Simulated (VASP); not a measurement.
# AlN (P6_3mc) in VASP: notebook, part 2 of 3

VASP 6.6.1.

### Step 3. Electric field gradients, PBEsol

Contents of INCAR:

```
SYSTEM = AlN
ALGO = Normal ; EDIFF = 1E-8
ENCUT = 520 ; GGA = PS
ISIF = 2 ; ISMEAR = -1
LASPH = .True. ; LCHARG = .False.
LEFG = .True. ; LREAL = .False.
LWAVE = .False. ; NBANDS = 16
NELM = 100 ; PREC = Accurate
SIGMA = 0.02
```

Contents of KPOINTS:

```
k-points
0
Gamma
  11 11 6
  0 0 0
```

Contents of POSCAR:

```
AlN
1.0
    3.1110021516      0.0000000000      0.0000000000
   -1.5555010758      2.6942068945      0.0000000000
    0.0000000000      0.0000000000      4.9780000000
Al N
2 2
Direct
    0.3333333333      0.6666666667      0.0000000000
    0.6666666667      0.3333333333      0.5000000000
    0.3333333333      0.6666666667      0.3850000000
    0.6666666667      0.3333333333      0.8850000000
```

Potentials or basis: VASP PAW PBE potentials, release 64 (Al, N).

Run with:

```console
> cat potpaw_PBE.64/Al/POTCAR potpaw_PBE.64/N/POTCAR > POTCAR
> mpirun -np 1 vasp_std > vasp.out
```

OUTCAR:

```text
SYSTEM = AlN
   EDIFF = 1E-8
   ENCUT = 520
   GGA = PS
   ISIF = 2
   ISMEAR = -1
   LASPH = .True.
   LREAL = .False.
   NELM = 100
   PREC = Accurate

 ion  position               nearest neighbor table
   1  0.333  0.667  0.000-   4 1.89   4 1.89   4 1.89   3 1.92   2 3.07   2 3.07   2 3.07   2 3.07
                             2 3.07   2 3.07
   2  0.667  0.333  0.500-   3 1.89   3 1.89   3 1.89   4 1.92   1 3.07   1 3.07   1 3.07   1 3.07
                             1 3.07   1 3.07
   3  0.333  0.667  0.385-   2 1.89   2 1.89   2 1.89   1 1.92
   4  0.667  0.333  0.885-   1 1.89   1 1.89   1 1.89   2 1.92

  LATTYP: Found a hexagonal cell.
 ALAT       =     3.1110021516
 C/A-ratio  =     1.6001274694

  Lattice vectors:

 A1 = (   3.1110021516,   0.0000000000,   0.0000000000)
 A2 = (  -1.5555010758,   2.6942068945,   0.0000000000)
 A3 = (   0.0000000000,   0.0000000000,   4.9780000000)

Analysis of symmetry for initial positions (statically):
=====================================================================
 Subroutine PRICEL returns:
 Original cell was already a primitive cell.

 Routine SETGRP: Setting up the symmetry group for a
 hexagonal supercell.

 Subroutine GETGRP returns: Found 12 space group operations
 (whereof  6 operations were pure point group operations)
 out of a pool of 24 trial point group operations.

The static configuration has the point symmetry C_3v.
 The point group associated with its full space group is C_6v.

Analysis of symmetry for dynamics (positions and initial velocities):
=====================================================================
 Subroutine PRICEL returns:
 Original cell was already a primitive cell.

 Routine SETGRP: Setting up the symmetry group for a
 hexagonal supercell.

 Subroutine GETGRP returns: Found 12 space group operations
 (whereof  6 operations were pure point group operations)
 out of a pool of 24 trial point group operations.

The dynamic configuration has the point symmetry C_3v.
 The point group associated with its full space group is C_6v.

 Subroutine INISYM returns: Found 12 space group operations
 (whereof  6 operations are pure point group operations),
 and found     1 'primitive' translations

----------------------------------------------------------------------------------------

                                     Primitive cell

  volume of cell :      41.7240

  direct lattice vectors                    reciprocal lattice vectors
     3.111002152  0.000000000  0.000000000     0.321439829  0.185583372  0.000000000
    -1.555501076  2.694206895  0.000000000     0.000000000  0.371166744  0.000000000
     0.000000000  0.000000000  4.978000000     0.000000000  0.000000000  0.200883889

  length of vectors
     3.111002152  3.111002152  4.978000000     0.371166744  0.371166744  0.200883889

  position of ions in fractional coordinates (direct lattice)
     0.333333333  0.666666667  0.000000000
     0.666666667  0.333333333  0.500000000
     0.333333333  0.666666667  0.385000000
     0.666666667  0.333333333  0.885000000

[... 95 lines left out ...]
   IALGO  =     38    algorithm
   IMIX   =      4    mixing-type and parameters
     AMIX     =   0.40;   BMIX     =  1.00
     AMIX_MAG =   1.60;   BMIX_MAG =  1.00
  volume/ion in A,a.u.               =      10.43        70.39
  Fermi-wavevector in a.u.,A,eV,Ry     =   1.189377  2.247596 19.247033  1.414617
  Thomas-Fermi vector in A             =   2.325485
   LORBIT       =      0    0 simple, 1 ext, 2 COOP (PROOUT), +10 PAW based schemes
   GGA     = PS    functional components
   LHFCALC =     F    Hartree Fock is set to
   AEXX    =    0.0000 exact exchange contribution
   IVDW    =     0    specifies the selected vdW correction
   LEPSILON=     F    determine dielectric tensor
   LRPA    =     F    only Hartree local field effects (RPA)
 non-spin polarized calculation
  energy-cutoff  :      520.00
  volume of cell :       41.72
 maximum number of plane-waves:      1134
 NGX is ok and might be reduce to    24
   NGX = 11   NGY = 11   NGZ = 19

 number of electron      15.9999998 magnetization

 Free energy of the ion-electron system (eV)
  ---------------------------------------------------
  ext. energy  EPLUGINS =         0.00000000
  ---------------------------------------------------
  free energy    TOTEN  =       -31.30951748 eV

  energy without entropy =      -31.30951748  energy(sigma->0) =      -31.30951748

 E-fermi :   6.4846     XC(G=0): -11.1120

 val. band max:        6.1273126698   @ k =   0.0000   0.0000   0.0000
 cond. band min:      10.2178232754   @ k =   0.0000   0.0000   0.0000
 fundamental gap:      4.0905106056
 Fermi energy:         6.4846271750

 k-point     1 :       0.0000    0.0000    0.0000
  band No.  band energies     occupation
      1      -9.1009      2.00000
      2      -6.9135      2.00000
      3       0.0323      2.00000
      4       5.1773      2.00000
      5       5.1773      2.00000
      6       5.8329      2.00000
[... 433 lines left out ...]
      3       1.0758      2.00000
      4       3.0036      2.00000
      5       3.4079      2.00000
      6       4.5299      2.00000
[... 8 lines left out ...]
     15      18.4132      0.00000
     16      19.4595      0.00000

 [... further k-points ...]

------------------------ aborting loop because EDIFF is reached ----------------------------------------

  FORCE on cell =-STRESS in cart. coord.  units (eV):
  Direction    XX          YY          ZZ          XY          YZ          ZX
  --------------------------------------------------------------------------------------
  -------------------------------------------------------------------------------------
  Total        0.3144671      0.3144671     -0.2041717      0.0000000      0.0000000      0.0000000
  in kB       12.0753465     12.0753465     -7.8400710      0.0000000      0.0000000      0.0000000
  external PRESSURE =       5.4368740 kB  Pullay stress =       0.0000000 kB

 VOLUME and BASIS-vectors are now :
 -----------------------------------------------------------------------------
  energy-cutoff  :      520.00
  volume of cell :       41.72
      direct lattice vectors                 reciprocal lattice vectors
     3.111002152  0.000000000  0.000000000     0.321439829  0.185583372  0.000000000
    -1.555501076  2.694206895  0.000000000     0.000000000  0.371166744  0.000000000
     0.000000000  0.000000000  4.978000000     0.000000000  0.000000000  0.200883889

 POSITION                                       TOTAL-FORCE (eV/Angst)
 -----------------------------------------------------------------------------------
     -0.00000      1.79614      0.00000         0.000000      0.000000      0.178003
      1.55550      0.89807      2.48900        -0.000000     -0.000000      0.178003
     -0.00000      1.79614      1.91653        -0.000000     -0.000000     -0.178003
      1.55550      0.89807      4.40553         0.000000     -0.000000     -0.178003
 -----------------------------------------------------------------------------------
    total drift:                               -0.000000      0.000000      0.000606

  FREE ENERGIE OF THE ION-ELECTRON SYSTEM (eV)
  ---------------------------------------------------
  free  energy   TOTEN  =       -31.3095174801 eV

  energy  without entropy=      -31.3095174801  energy(sigma->0) =      -31.30951748

 Electric field gradients (V/A^2)
---------------------------------------------------------------------
 ion       V_xx      V_yy      V_zz      V_xy      V_xz      V_yz
---------------------------------------------------------------------
   1      -4.261    -4.261     8.521     0.000     0.000    -0.000
   2      -4.261    -4.261     8.521     0.000    -0.000     0.000
   3      -0.347    -0.348     0.695    -0.000     0.000    -0.000
   4      -0.347    -0.348     0.695    -0.000    -0.000     0.000
---------------------------------------------------------------------

 Electric field gradients after diagonalization (V/A^2)
 (convention: |V_zz| > |V_xx| > |V_yy|)
----------------------------------------------------------------------
 ion       V_xx      V_yy      V_zz     asymmetry (V_yy - V_xx)/ V_zz
----------------------------------------------------------------------
   1      -4.261    -4.261     8.521       0.000
   2      -4.261    -4.261     8.521       0.000
   3      -0.348    -0.347     0.695       0.001
   4      -0.348    -0.347     0.695       0.001
----------------------------------------------------------------------

           NMR quadrupolar parameters

 Cq : quadrupolar parameter    Cq=e*Q*V_zz/h
 eta: asymmetry parameters     (V_yy - V_xx)/ V_zz
 Q  : nuclear electric quadrupole moment in mb (millibarn)
----------------------------------------------------------------------
 ion       Cq(MHz)       eta       Q (mb)
----------------------------------------------------------------------
   1       0.021       0.000       1.000
   2       0.021       0.000       1.000
   3       0.002       0.001       1.000
   4       0.002       0.001       1.000
----------------------------------------------------------------------
```

OSZICAR:

```text
N       E                     dE             d eps       ncg     rms          rms(c)
DAV:   1     0.400925602634E+02    0.40093E+02   -0.73870E+03  2048   0.898E+02
DAV:   2    -0.322633345002E+02   -0.72356E+02   -0.66219E+02  2840   0.187E+02
DAV:   3    -0.357447494802E+02   -0.34814E+01   -0.34716E+01  2520   0.423E+01
DAV:   4    -0.357656086336E+02   -0.20859E-01   -0.20858E-01  2560   0.371E+00
DAV:   5    -0.357658777421E+02   -0.26911E-03   -0.26911E-03  2592   0.424E-01    0.117E+01
DAV:   6    -0.313618299630E+02    0.44040E+01   -0.95547E+00  2448   0.224E+01    0.418E+00
DAV:   7    -0.313467589579E+02    0.15071E-01   -0.61537E-01  2200   0.546E+00    0.290E+00
DAV:   8    -0.313140236000E+02    0.32735E-01   -0.71557E-02  2288   0.227E+00    0.595E-01
DAV:   9    -0.313092321543E+02    0.47914E-02   -0.12392E-02  2712   0.829E-01    0.250E-01
DAV:  10    -0.313095922530E+02   -0.36010E-03   -0.13957E-03  2208   0.243E-01    0.156E-01
DAV:  11    -0.313095188521E+02    0.73401E-04   -0.11655E-04  2424   0.792E-02    0.332E-02
DAV:  12    -0.313095178873E+02    0.96478E-06   -0.53825E-06  2344   0.197E-02    0.499E-03
DAV:  13    -0.313095174355E+02    0.45174E-06   -0.20974E-06  2584   0.108E-02    0.441E-03
DAV:  14    -0.313095174496E+02   -0.14014E-07   -0.16985E-07  2376   0.349E-03    0.123E-03
DAV:  15    -0.313095174813E+02   -0.31691E-07   -0.13859E-08  1704   0.901E-04    0.123E-04
DAV:  16    -0.313095174801E+02    0.11116E-08   -0.87464E-10  1176   0.362E-04
   1 F= -.31309517E+02 E0= -.31309517E+02  d E =-.291770E-10
```

Wall time 1.7 min (1 thread of AMD EPYC 7R13, shared host); peak memory 0.14 GiB.

What came out:

- Free energy: -31.3095 eV
- Pressure: 0.5 GPa
- Largest force: 0.178 eV/Å
- Band gap on the k mesh: 4.09 eV, direct

Forces in eV/Å, atoms in the order of the input:
```
Al   0.000  0.000  0.178
Al   0.000  0.000  0.178
N    0.000  0.000 -0.178
N    0.000  0.000 -0.178
```

Stress tensor (GPa, compression positive):
```
 1.21  0.00  0.00
 0.00  1.21  0.00
 0.00  0.00 -0.78
```

Levels at points of the mesh, in eV from the valence-band top:
```tsv
k point	band 5	band 6	band 7	band 8	band 9	band 10	band 11	band 12
(0.00, 0.00, 0.00)	-0.95	-0.29	-0.29	0.00	4.09	6.53	10.50	10.98
(0.00, 0.00, 0.50)	-0.63	-0.63	-0.63	-0.63	6.36	6.36	10.18	10.18
```

Electric field gradients, principal values (V/Å²):
```
atom   least  middle  greatest (by size)
1 Al  -4.261  -4.261               8.521
2 Al  -4.261  -4.261               8.521
 3 N  -0.347  -0.348               0.695
 4 N  -0.347  -0.348               0.695
```

Caveat: without QUAD_EFG the Cq values of the log hold for a quadrupole moment of 1 mb, not for the nuclei; the PAW data sets were made with another functional, which shifts forces and pressure a little.

(Part 2 of 3 ends here.)
